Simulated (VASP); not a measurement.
# AlN (Fm-3m) in VASP: settings compared, part 2 of 2

VASP 6.6.1.

## Step 3: Single point, LDA

The COD entry that gives the cell may itself be a prediction, so a difference from it is no test against experiment.

This run uses another cell than the first one, of 8.07 Å³/atom, 0.996 times its volume.

INCAR reads:

```
  ALGO = Normal
  EDIFF = 1E-6
  ENCUT = 520
  GGA = CA
  ISIF = 2
  ISMEAR = 1
  LASPH = True
  LCHARG = False
  LREAL = False
  LWAVE = False
  NBANDS = 11
  NELM = 80
  PREC = Accurate
  SIGMA = 0.1
```

KPOINTS reads:

```
k-points
0
Gamma
  8 8 8
```

POSCAR reads:

```
AlN
1.0
    0.0000000000      2.0055035053      2.0055035053
    2.0055035053      0.0000000000      2.0055035053
    2.0055035053      2.0055035053      0.0000000000
Al N
1 1
Direct
    0.0000000000      0.0000000000      0.0000000000
    0.5000000000      0.5000000000      0.5000000000
```

Potentials or basis: VASP PAW LDA potentials, release 64 (Al, N).

Command:

```sh
cat potpaw_LDA.64/Al/POTCAR potpaw_LDA.64/N/POTCAR > POTCAR
mpirun -np 1 vasp_std > vasp.out
```

OUTCAR:

```text
EDIFF = 1E-6
   ENCUT = 520
   GGA = CA
   ISIF = 2
   ISMEAR = 1
   LASPH = True
   LREAL = False
   NELM = 80
   PREC = Accurate

 ion  position               nearest neighbor table
   1  0.000  0.000  0.000-   2 2.01   2 2.01   2 2.01   2 2.01   2 2.01   2 2.01
   2  0.500  0.500  0.500-   1 2.01   1 2.01   1 2.01   1 2.01   1 2.01   1 2.01

  LATTYP: Found a face centered cubic cell.
 ALAT       =     4.0110070106

  Lattice vectors:

 A1 = (   0.0000000000,   2.0055035053,   2.0055035053)
 A2 = (   2.0055035053,   0.0000000000,   2.0055035053)
 A3 = (   2.0055035053,   2.0055035053,   0.0000000000)

Analysis of symmetry for initial positions (statically):
=====================================================================
 Subroutine PRICEL returns:
 Original cell was already a primitive cell.

 Routine SETGRP: Setting up the symmetry group for a
 face centered cubic supercell.

 Subroutine GETGRP returns: Found 48 space group operations
 (whereof 48 operations were pure point group operations)
 out of a pool of 48 trial point group operations.

The static configuration has the point symmetry O_h .

Analysis of symmetry for dynamics (positions and initial velocities):
=====================================================================
 Subroutine PRICEL returns:
 Original cell was already a primitive cell.

 Routine SETGRP: Setting up the symmetry group for a
 face centered cubic supercell.

 Subroutine GETGRP returns: Found 48 space group operations
 (whereof 48 operations were pure point group operations)
 out of a pool of 48 trial point group operations.

The dynamic configuration has the point symmetry O_h .

 Subroutine INISYM returns: Found 48 space group operations
 (whereof 48 operations are pure point group operations),
 and found     1 'primitive' translations

----------------------------------------------------------------------------------------

                                     Primitive cell

  volume of cell :      16.1324

  direct lattice vectors                    reciprocal lattice vectors
     0.000000000  2.005503505  2.005503505    -0.249313950  0.249313950  0.249313950
     2.005503505  0.000000000  2.005503505     0.249313950 -0.249313950  0.249313950
     2.005503505  2.005503505  0.000000000     0.249313950  0.249313950 -0.249313950

  length of vectors
     2.836210257  2.836210257  2.836210257     0.431824428  0.431824428  0.431824428

  position of ions in fractional coordinates (direct lattice)
     0.000000000  0.000000000  0.000000000
     0.500000000  0.500000000  0.500000000

  ion indices of the primitive-cell ions
   primitive index   ion index
                 1           1
                 2           2

----------------------------------------------------------------------------------------

 KPOINTS: k-points

Automatic generation of k-mesh.
 Grid dimensions read from file:
 generate k-points for:    8    8    8

 Generating k-lattice:

  Cartesian coordinates                     Fractional coordinates (reciprocal lattice)
    -0.031164244  0.031164244  0.031164244     0.125000000  0.000000000  0.000000000
     0.031164244 -0.031164244  0.031164244     0.000000000  0.125000000  0.000000000
     0.031164244  0.031164244 -0.031164244     0.000000000  0.000000000  0.125000000

  Length of vectors
     0.053978053  0.053978053  0.053978053

  Shift w.r.t. Gamma in fractional coordinates (k-lattice)
     0.000000000  0.000000000  0.000000000

 Subroutine IBZKPT returns following result:
 ===========================================

 Found     29 irreducible k-points:

 Following reciprocal coordinates:
            Coordinates               Weight
  0.000000  0.000000  0.000000      1.000000
  0.125000  0.000000  0.000000      8.000000
  0.250000  0.000000  0.000000      8.000000
  0.375000  0.000000  0.000000      8.000000
  0.500000  0.000000  0.000000      4.000000
  0.125000  0.125000  0.000000      6.000000
[... 16 lines left out ...]
  0.500000  0.250000  0.125000     48.000000
 -0.375000  0.250000  0.125000     24.000000
 [... further k-points ...]
   k-points           NKPTS =     29   k-points in BZ     NKDIM =     29   number of bands    NBANDS=     11
   number of dos      NEDOS =    301   number of ions     NIONS =      2
   total plane-waves  NPLWV =  13824
   dimension x,y,z NGX =    24 NGY =   24 NGZ =   24
   dimension x,y,z NGXF=    48 NGYF=   48 NGZF=   48
   ions per type =               1   1
   NGX,Y,Z   is equivalent  to a cutoff of  14.07, 14.07, 14.07 a.u.
   NGXF,Y,Z  is equivalent  to a cutoff of  28.14, 28.14, 28.14 a.u.
 SYSTEM =  unknown system
   PREC   = accura    normal or accurate (medium, high low for compatibility)
   ISTART =      0    job   : 0-new  1-cont  2-samecut
   ICHARG =      2    charge: 1-file 2-atom 10-const
   ISPIN  =      1    spin polarized calculation?
   LNONCOLLINEAR =      F non collinear calculations
   LSORBIT =      F    spin-orbit coupling
   LASPH  =      T    aspherical Exc in radial PAW
   ENCUT  =  520.0 eV  38.22 Ry    6.18 a.u.   5.27  5.27  5.27*2*pi/ulx,y,z
   NELM   =     80;   NELMIN=  2; NELMDL= -5     # of ELM steps
   EDIFF  = 0.1E-05   stopping-criterion for ELM
   LREAL  =      F    real-space projection
   EDIFFG = 0.1E-04   stopping-criterion for IOM
   NSW    =      0    number of steps for IOM
   IBRION =     -1    ionic relax: 0-MD 1-quasi-New 2-CG
   NFREE  =      0    steps in history (QN), initial steepest desc. (CG)
   ISIF   =      2    stress and relaxation
   ISYM   =      2    0-nonsym 1-usesym 2-fastsym
   POTIM  = 0.5000    time-step for ionic-motion
   TEBEG  =    0.0;   TEEND  =   0.0 temperature during run
   PSTRESS=    0.0 pullay stress
   NELECT =       8.0000    total number of electrons
   NUPDOWN=      -1.0000    fix difference up-down
   EMIN   =  10.00;   EMAX   =-10.00  energy-range for DOS
   EFERMI =   0.00;   METHOD = LEGACY
   ISMEAR =     1;   SIGMA  =   0.10  broadening in eV -4-tet -1-fermi 0-gaus
   EFERMI_NEDOS =   21; number of points for ismear=-14 and -15
   IALGO  =     38    algorithm
   IMIX   =      4    mixing-type and parameters
     AMIX     =   0.40;   BMIX     =  1.00
     AMIX_MAG =   1.60;   BMIX_MAG =  1.00
  volume/ion in A,a.u.               =       8.07        54.43
  Fermi-wavevector in a.u.,A,eV,Ry     =   1.295800  2.448707 22.845520  1.679098
  Thomas-Fermi vector in A             =   2.427297
   LORBIT       =      0    0 simple, 1 ext, 2 COOP (PROOUT), +10 PAW based schemes
   GGA     = CA    functional components
   LHFCALC =     F    Hartree Fock is set to
   AEXX    =    0.0000 exact exchange contribution
   IVDW    =     0    specifies the selected vdW correction
   LEPSILON=     F    determine dielectric tensor
   LRPA    =     F    only Hartree local field effects (RPA)
 non-spin polarized calculation
 Methfessel and Paxton  Order N= 1 SIGMA  =   0.10
  energy-cutoff  :      520.00
  volume of cell :       16.13
 maximum number of plane-waves:       445
 NGX is ok and might be reduce to    24
   NGX = 11   NGY = 11   NGZ = 11

 number of electron       8.0000000 magnetization

 Free energy of the ion-electron system (eV)
  ---------------------------------------------------
  ext. energy  EPLUGINS =         0.00000000
  ---------------------------------------------------
  free energy    TOTEN  =       -16.23017757 eV

  energy without entropy =      -16.23021581  energy(sigma->0) =      -16.23019032

 E-fermi :  10.1108     XC(G=0): -12.6867

 val. band max:       10.0273985511   @ k =   0.0000   0.0000   0.0000
 cond. band min:      14.7202330806   @ k =   0.5000   0.5000   0.0000
 fundamental gap:      4.6928345294
 Fermi energy:        10.1108268701

 k-point     1 :       0.0000    0.0000    0.0000
  band No.  band energies     occupation
      1      -7.6021      2.00000
      2      10.0274      1.99661
      3      10.0274      1.99661
      4      10.0274      1.99661
      5      16.1511      0.00000
      6      22.1237      0.00000
      7      22.1237      0.00000
      8      22.1237      0.00000
      9      27.4135      0.00000
     10      27.8345      0.00000
     11      27.8345      0.00000
[... 309 lines left out ...]
 k-point    24 :      -0.3750    0.2500    0.1250
  band No.  band energies     occupation
      1      -3.6369      2.00000
      2       2.4221      2.00000
      3       6.2327      2.00000
      4       7.9774      2.00000
      5      18.5646      0.00000
      6      18.6166      0.00000
      7      22.4451      0.00000
      8      22.8602      0.00000
      9      28.2632      0.00000
     10      29.1425      0.00000
     11      32.5385      0.00000

 [... further k-points ...]
[... 5 lines left out ...]
  --------------------------------------------------------------------------------------
  -------------------------------------------------------------------------------------
  Total        0.0633959      0.0633959      0.0633959      0.0000000      0.0000000     -0.0000000
  in kB        6.2960937      6.2960937      6.2960937      0.0000000      0.0000000     -0.0000000
  external PRESSURE =       6.2960937 kB  Pullay stress =       0.0000000 kB

 VOLUME and BASIS-vectors are now :
 -----------------------------------------------------------------------------
  energy-cutoff  :      520.00
  volume of cell :       16.13
      direct lattice vectors                 reciprocal lattice vectors
     0.000000000  2.005503505  2.005503505    -0.249313950  0.249313950  0.249313950
     2.005503505  0.000000000  2.005503505     0.249313950 -0.249313950  0.249313950
     2.005503505  2.005503505  0.000000000     0.249313950  0.249313950 -0.249313950

 POSITION                                       TOTAL-FORCE (eV/Angst)
 -----------------------------------------------------------------------------------
      0.00000      0.00000      0.00000        -0.000000     -0.000000     -0.000000
      2.00550      2.00550      2.00550         0.000000      0.000000      0.000000
 -----------------------------------------------------------------------------------
    total drift:                               -0.000000     -0.000000      0.000000

  FREE ENERGIE OF THE ION-ELECTRON SYSTEM (eV)
  ---------------------------------------------------
  free  energy   TOTEN  =       -16.2301775724 eV

  energy  without entropy=      -16.2302158071  energy(sigma->0) =      -16.23019032
```

Run time: 11 s. Hardware: 1 thread of AMD EPYC 7R13, shared host; peak memory 0.09 GiB.

What came out:

```
Free energy            : -16.2302 eV
Pressure               : 0.6 GPa
Band gap on the k mesh : 4.69 eV, indirect (least direct gap 6.12 eV)
```
